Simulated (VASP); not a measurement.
# Li5H in VASP: relaxation of the atoms with PBEsol

Aim: the relaxation of the atoms of Li5H with PBEsol.

Program: VASP 6.6.1. These are calculated values, not measurements. Logs are shortened: lines on timing, memory, paths and dates and some standing lists are left out, and cuts for length are marked.

## Step 1: The cell of the first run

The cell holds a slab with vacuum, 6 atoms: a = 3.057 Å, b = 3.057 Å, c = 28.997 Å, α = 90.00°, β = 90.00°, γ = 120.00°.

## Step 2: Relaxation of the atoms, PBEsol

Contents of INCAR:

```
ALGO = Normal ; DIPOL = 0.5 0.5 0.500
EDIFF = 1E-6 ; EDIFFG = -0.03
ENCUT = 520 ; GGA = PS
IBRION = 2 ; IDIPOL = 3
ISIF = 2 ; ISMEAR = 0
LASPH = True ; LCHARG = False
LDIPOL = True ; LREAL = False
LWAVE = False ; NELM = 100
NSW = 90 ; PREC = Accurate
SIGMA = 0.1
```

Contents of KPOINTS:

```
k-points
0
Gamma
  12 12 1
```

Contents of POSCAR:

```
Li5H
1.0
    3.0569172096      0.0000000000      0.0000000000
   -1.5284586048      2.6473679608      0.0000000000
    0.0000000000      0.0000000000     28.9965768339
Li H
5 1
Selective dynamics
Direct
    0.6666666667      0.3333333333      0.2931380503  F F F
    0.0000000000      0.0000000000      0.3793479033  F F F
    0.6666666667      0.3333333333      0.4638793772  T T T
    0.3333333333      0.6666666667      0.5481847959  T T T
    0.6666666667      0.3333333333      0.6294006716  T T T
    0.6666666667      0.3333333333      0.6845795987  T T T
```

Potentials or basis: VASP PAW PBE potentials, release 64 (Li_sv, H).

Launch:

```console
cat potpaw_PBE.64/Li_sv/POTCAR potpaw_PBE.64/H/POTCAR > POTCAR
mpirun -np 1 vasp_std > vasp.out
```

OUTCAR:

```text
EDIFF = 1E-6
   EDIFFG = -0.03
   ENCUT = 520
   GGA = PS
   IBRION = 2
   ISIF = 2
   ISMEAR = 0
   LASPH = True
   LREAL = False
   NELM = 100
   NSW = 90
   PREC = Accurate

 ion  position               nearest neighbor table
   1  0.667  0.333  0.293-
   2  0.000  0.000  0.379-
   3  0.667  0.333  0.464-
   4  0.333  0.667  0.548-
   5  0.667  0.333  0.629-   6 1.60
   6  0.667  0.333  0.685-   5 1.60

  LATTYP: Found a hexagonal cell.
 ALAT       =     3.0569172096
 C/A-ratio  =     9.4855617100

  Lattice vectors:

 A1 = (   3.0569172096,   0.0000000000,   0.0000000000)
 A2 = (  -1.5284586048,   2.6473679608,   0.0000000000)
 A3 = (   0.0000000000,   0.0000000000,  28.9965768339)

Analysis of symmetry for initial positions (statically):
=====================================================================
 Subroutine PRICEL returns:
 Original cell was already a primitive cell.

 Routine SETGRP: Setting up the symmetry group for a
 hexagonal supercell.

 Subroutine GETGRP returns: Found  6 space group operations
 (whereof  6 operations were pure point group operations)
 out of a pool of 24 trial point group operations.

The static configuration has the point symmetry C_3v.

Analysis of symmetry for dynamics (positions and initial velocities):
=====================================================================
 Subroutine PRICEL returns:
 Original cell was already a primitive cell.

 Routine SETGRP: Setting up the symmetry group for a
 hexagonal supercell.

 Subroutine GETGRP returns: Found  6 space group operations
 (whereof  6 operations were pure point group operations)
 out of a pool of 24 trial point group operations.

The dynamic configuration has the point symmetry C_3v.

Analysis of constrained symmetry for selective dynamics:
=====================================================================
 Subroutine PRICEL returns:
 Original cell was already a primitive cell.

 Routine SETGRP: Setting up the symmetry group for a
 hexagonal supercell.

 Subroutine GETGRP returns: Found  6 space group operations
 (whereof  6 operations were pure point group operations)
 out of a pool of 24 trial point group operations.

The constrained configuration has the point symmetry C_3v.

 Subroutine INISYM returns: Found  6 space group operations
 (whereof  6 operations are pure point group operations),
 and found     1 'primitive' translations

----------------------------------------------------------------------------------------

                                     Primitive cell

  volume of cell :     234.6631

  direct lattice vectors                    reciprocal lattice vectors
     3.056917210  0.000000000  0.000000000     0.327126949  0.188866832  0.000000000
    -1.528458605  2.647367961  0.000000000     0.000000000  0.377733664  0.000000000
     0.000000000  0.000000000 28.996576834     0.000000000  0.000000000  0.034486829

  length of vectors
     3.056917210  3.056917210 28.996576834     0.377733664  0.377733664  0.034486829

  position of ions in fractional coordinates (direct lattice)
     0.666666667  0.333333333  0.293138050
     0.000000000  0.000000000  0.379347903
     0.666666667  0.333333333  0.463879377
     0.333333333  0.666666667  0.548184796
     0.666666667  0.333333333  0.629400672
     0.666666667  0.333333333  0.684579599

  ion indices of the primitive-cell ions
   primitive index   ion index
                 1           1
                 2           2
                 3           3
                 4           4
                 5           5
[... 29 lines left out ...]
            Coordinates               Weight
  0.000000  0.000000  0.000000      1.000000
  0.083333  0.000000  0.000000      6.000000
  0.166667  0.000000  0.000000      6.000000
  0.250000  0.000000  0.000000      6.000000
  0.333333 -0.000000  0.000000      6.000000
  0.416667 -0.000000  0.000000      6.000000
[... 11 lines left out ...]
  0.333333  0.250000  0.000000     12.000000
  0.333333  0.333333  0.000000      2.000000
   k-points           NKPTS =     19   k-points in BZ     NKDIM =     19   number of bands    NBANDS=     12
   number of dos      NEDOS =    301   number of ions     NIONS =      6
   total plane-waves  NPLWV = 124416
   dimension x,y,z NGX =    24 NGY =   24 NGZ =  216
   dimension x,y,z NGXF=    48 NGYF=   48 NGZF=  432
   ions per type =               5   1
   NGX,Y,Z   is equivalent  to a cutoff of  13.05, 13.05, 12.38 a.u.
   NGXF,Y,Z  is equivalent  to a cutoff of  26.10, 26.10, 24.77 a.u.
 SYSTEM =  unknown system
   PREC   = accura    normal or accurate (medium, high low for compatibility)
   ISTART =      0    job   : 0-new  1-cont  2-samecut
   ICHARG =      2    charge: 1-file 2-atom 10-const
   ISPIN  =      1    spin polarized calculation?
   LNONCOLLINEAR =      F non collinear calculations
   LSORBIT =      F    spin-orbit coupling
   LASPH  =      T    aspherical Exc in radial PAW
   ENCUT  =  520.0 eV  38.22 Ry    6.18 a.u.   5.68  5.68 53.91*2*pi/ulx,y,z
   NELM   =    100;   NELMIN=  2; NELMDL= -5     # of ELM steps
   EDIFF  = 0.1E-05   stopping-criterion for ELM
   LREAL  =      F    real-space projection
   EDIFFG = -.3E-01   stopping-criterion for IOM
   NSW    =     90    number of steps for IOM
   IBRION =      2    ionic relax: 0-MD 1-quasi-New 2-CG
   NFREE  =      1    steps in history (QN), initial steepest desc. (CG)
   ISIF   =      2    stress and relaxation
   ISYM   =      2    0-nonsym 1-usesym 2-fastsym
   POTIM  = 0.5000    time-step for ionic-motion
   TEBEG  =    0.0;   TEEND  =   0.0 temperature during run
   PSTRESS=    0.0 pullay stress
   NELECT =      16.0000    total number of electrons
   NUPDOWN=      -1.0000    fix difference up-down
   EMIN   =  10.00;   EMAX   =-10.00  energy-range for DOS
   EFERMI =   0.00;   METHOD = LEGACY
   ISMEAR =     0;   SIGMA  =   0.10  broadening in eV -4-tet -1-fermi 0-gaus
   EFERMI_NEDOS =   21; number of points for ismear=-14 and -15
   IALGO  =     38    algorithm
   IMIX   =      4    mixing-type and parameters
     AMIX     =   0.40;   BMIX     =  1.00
     AMIX_MAG =   1.60;   BMIX_MAG =  1.00
  volume/ion in A,a.u.               =      39.11       263.93
  Fermi-wavevector in a.u.,A,eV,Ry     =   0.668806  1.263859  6.085899  0.447301
  Thomas-Fermi vector in A             =   1.743829
   LORBIT       =      0    0 simple, 1 ext, 2 COOP (PROOUT), +10 PAW based schemes
   GGA     = PS    functional components
   LHFCALC =     F    Hartree Fock is set to
   AEXX    =    0.0000 exact exchange contribution
   IVDW    =     0    specifies the selected vdW correction
   LEPSILON=     F    determine dielectric tensor
   LRPA    =     F    only Hartree local field effects (RPA)
 conjugate gradient relaxation of ions
 non-spin polarized calculation
 Gauss-broadening in eV      SIGMA  =   0.10
  energy-cutoff  :      520.00
  volume of cell :      234.66
 maximum number of plane-waves:      6352
 NGX is ok and might be reduce to    24
   NGX = 11   NGY = 11   NGZ =107

 dipolmoment           0.000000      0.000000     -0.000014 electrons x Angstroem

--------------------------------------- Ionic step        1  -------------------------------------------

 number of electron      15.9999972 magnetization

 Free energy of the ion-electron system (eV)
  ---------------------------------------------------
  ext. energy  EPLUGINS =         0.00000000
  ---------------------------------------------------
  free energy    TOTEN  =       -11.05490890 eV

  energy without entropy =      -11.03663387  energy(sigma->0) =      -11.04577138

------------------------ aborting loop because EDIFF is reached ----------------------------------------

  FORCE on cell =-STRESS in cart. coord.  units (eV):
  Direction    XX          YY          ZZ          XY          YZ          ZX
  --------------------------------------------------------------------------------------
  -------------------------------------------------------------------------------------
  Total       -0.3071241     -0.3071241      1.3141809      0.0000000      0.0000000      0.0000000
  in kB       -2.0969095     -2.0969095      8.9726558      0.0000000      0.0000000      0.0000000
  external PRESSURE =       1.5929456 kB  Pullay stress =       0.0000000 kB
[... 101 lines left out ...]
  FREE ENERGIE OF THE ION-ELECTRON SYSTEM (eV)
  ---------------------------------------------------
  free  energy   TOTEN  =       -11.0820434348 eV

  energy  without entropy=      -11.0636135430  energy(sigma->0) =      -11.07282849

[... ionic steps 4 to 17 ...]

--------------------------------------- Ionic step       18  -------------------------------------------

 number of electron      15.9999974 magnetization

------------------------ aborting loop because EDIFF is reached ----------------------------------------
[... 75 lines left out ...]
--------------------------------------- Ionic step       20  -------------------------------------------

 number of electron      15.9999981 magnetization

 dipolmoment           0.000000      0.000000      0.162019 electrons x Angstroem

 Free energy of the ion-electron system (eV)
  ---------------------------------------------------
  ext. energy  EPLUGINS =         0.00000000
  ---------------------------------------------------
  free energy    TOTEN  =       -11.12314839 eV

  energy without entropy =      -11.10505827  energy(sigma->0) =      -11.11410333

 E-fermi :  -2.6465     XC(G=0):  -3.7879

 val. band max:       -2.6780557438   @ k =   0.4167   0.0833   0.0000
 cond. band min:      -2.6319555917   @ k =   0.2500   0.0000   0.0000
 fundamental gap:      0.0461001521
 Fermi energy:        -2.6465060364

 k-point     1 :       0.0000    0.0000    0.0000
  band No.  band energies     occupation
      1     -49.0329      2.00000
      2     -48.6214      2.00000
      3     -48.5227      2.00000
      4     -48.5010      2.00000
      5     -48.1007      2.00000
      6      -6.0751      2.00000
      7      -5.7214      2.00000
      8      -5.3081      2.00000
      9      -4.6530      2.00000
     10      -3.7046      2.00000
     11      -2.7472      1.84548
     12       0.2419      0.00000
[... 258 lines left out ...]
      1     -49.0186      2.00000
      2     -48.6068      2.00000
      3     -48.5067      2.00000
      4     -48.4883      2.00000
      5     -48.0865      2.00000
      6      -2.1899      0.00000
      7      -1.0954      0.00000
      8      -0.9251      0.00000
      9      -0.4762      0.00000
     10      -0.3961      0.00000
     11      -0.3433      0.00000
     12      -0.1068      0.00000

------------------------ aborting loop because EDIFF is reached ----------------------------------------

 vacuum level on the upper side and lower side of the slab       (xc-potential included)         1.755        -1.939

  FORCE on cell =-STRESS in cart. coord.  units (eV):
  Direction    XX          YY          ZZ          XY          YZ          ZX
  --------------------------------------------------------------------------------------
  -------------------------------------------------------------------------------------
  Total       -0.3681398     -0.3681398     -0.2758948      0.0000000      0.0000000     -0.0000000
  in kB       -2.5134985     -2.5134985     -1.8836896      0.0000000      0.0000000     -0.0000000
  external PRESSURE =      -2.3035622 kB  Pullay stress =       0.0000000 kB
[... 21 lines left out ...]
  FREE ENERGIE OF THE ION-ELECTRON SYSTEM (eV)
  ---------------------------------------------------
  free  energy   TOTEN  =       -11.1231483911 eV

  energy  without entropy=      -11.1050582658  energy(sigma->0) =      -11.11410333

 reached required accuracy - stopping structural energy minimisation

 vacuum level on the upper side and lower side of the slab         4.300         0.539
```

It took 18 min on 1 thread of Intel Xeon Platinum 8488C (Sapphire Rapids), shared host; peak memory 0.37 GiB.

Results:

```yaml
Free_energy: -11.1231 eV
Energy_gained_by_relaxing: 11.4 meV/atom
Ionic_steps: 20
Band_gap_on_the_k_mesh: zero (bands 8 and 9 overlap by 3.73 eV)
```

Step by step:
| step | energy change (eV) | largest force on free atoms (eV/Å) | pressure (GPa) |
| --- | --- | --- | --- |
| 1 | 0.0000 | 0.5617 | 0.16 |
| 2 | -0.0172 | 0.3386 | 0.09 |
| 3 | -0.0271 | 0.2296 | -0.02 |
| 4 | -0.0328 | 0.2028 | -0.03 |
| 5 | -0.0451 | 0.1342 | -0.05 |
| 6 | -0.0499 | 0.1305 | -0.06 |
| 7 | -0.0510 | 0.1153 | -0.06 |
| 8 | -0.0540 | 0.0773 | -0.06 |
| 9 | -0.0568 | 0.0939 | -0.05 |
| 10 | -0.0577 | 0.0673 | -0.10 |
| 11 | -0.0578 | 0.0432 | -0.09 |
| 12 | -0.0584 | 0.0402 | -0.09 |
| 13 | -0.0601 | 0.0375 | -0.11 |
| 14 | -0.0628 | 0.0336 | -0.14 |
| 15 | -0.0659 | 0.0431 | -0.19 |
| 16 | -0.0638 | 0.0601 | -0.30 |
| 17 | -0.0664 | 0.0482 | -0.23 |
| 18 | -0.0660 | 0.1439 | -0.19 |
| 19 | -0.0672 | 0.0574 | -0.21 |
| 20 | -0.0682 | 0.0151 | -0.23 |

Final structure:
```
CELL_PARAMETERS angstrom
3.05692 0.00000 0.00000
-1.52846 2.64737 0.00000
0.00000 0.00000 28.99658
ATOMIC_POSITIONS crystal
Li 0.66667 0.33333 0.29314
Li 0.00000 0.00000 0.37935
Li 0.66667 0.33333 0.46377
Li 0.33333 0.66667 0.55026
Li 0.66667 0.33333 0.64261
H 0.66667 0.33333 0.70149
```

Levels at points of the mesh, in eV from the Fermi level:
| k point | band 6 | band 7 | band 8 | band 9 | band 10 | band 11 |
| --- | --- | --- | --- | --- | --- | --- |
| (0.00, 0.00, 0.00) | -3.43 | -3.07 | -2.66 | -2.01 | -1.06 | -0.10 |
| (0.50, 0.00, 0.00) | 0.03 | 0.05 | 0.36 | 0.81 | 1.11 | 1.50 |

Caveat: the cutoff is under 1.25 times the usual one of these potentials, so pressure, stress and relaxed cells hold a basis-set (Pulay) error; the PAW data sets were made with another functional, which shifts forces and pressure a little.
